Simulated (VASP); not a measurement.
Au, 1 atom in the cell. Symmetry: Pm-3m, No. 221, cubic system. Conventional cell: a = 1.985 Å, b = 1.985 Å, c = 1.985 Å, α = 90.00°, β = 90.00°, γ = 90.00°. Au (site symmetry m-3m) has 6 Au at 1.98 Å within 2.6 Å.  This cell differs from its parent crystal: volume scaled by 0.4.

| Property | Result |
| --- | --- |
| Program | VASP 6.6.1 |
| Task | density of states |
| Functional | PBEsol |
| Potentials or basis | VASP PAW PBE potentials, release 64 (Au) |
| Cutoff | 520 eV |
| k mesh | 14 × 14 × 14 |
| Occupations | fermi-dirac, width 0.08 eV |
| Spin | no spin polarisation |
| Dipole correction | no |
| k mesh for the DOS | 21 × 21 × 21 |
| Occupations for the DOS | tetrahedron |
| Further INCAR settings | ALGO = Normal; EDIFF = 1e-06 |

Potentials or basis: VASP PAW PBE potentials, release 64 (Au).

Command:

```bash
$ cat potpaw_PBE.64/Au/POTCAR > POTCAR
$ cp INCAR.step1 INCAR
$ cp KPOINTS.step1 KPOINTS
$ mpirun -np 1 vasp_std > vasp.out
$ cp INCAR.step2 INCAR
$ cp KPOINTS.step2 KPOINTS
$ mpirun -np 1 vasp_std > vasp.out
```

Hardware: 1 thread of Intel(R) Xeon(R) Platinum 8488C (Sapphire Rapids) (shared host).

Task: How long does it take, and how much memory?

Result: Wall time 9.8 s on 1 thread of Intel(R) Xeon(R) Platinum 8488C (Sapphire Rapids), on a shared host, peak memory 0.14 GiB. Counts: k points 286.
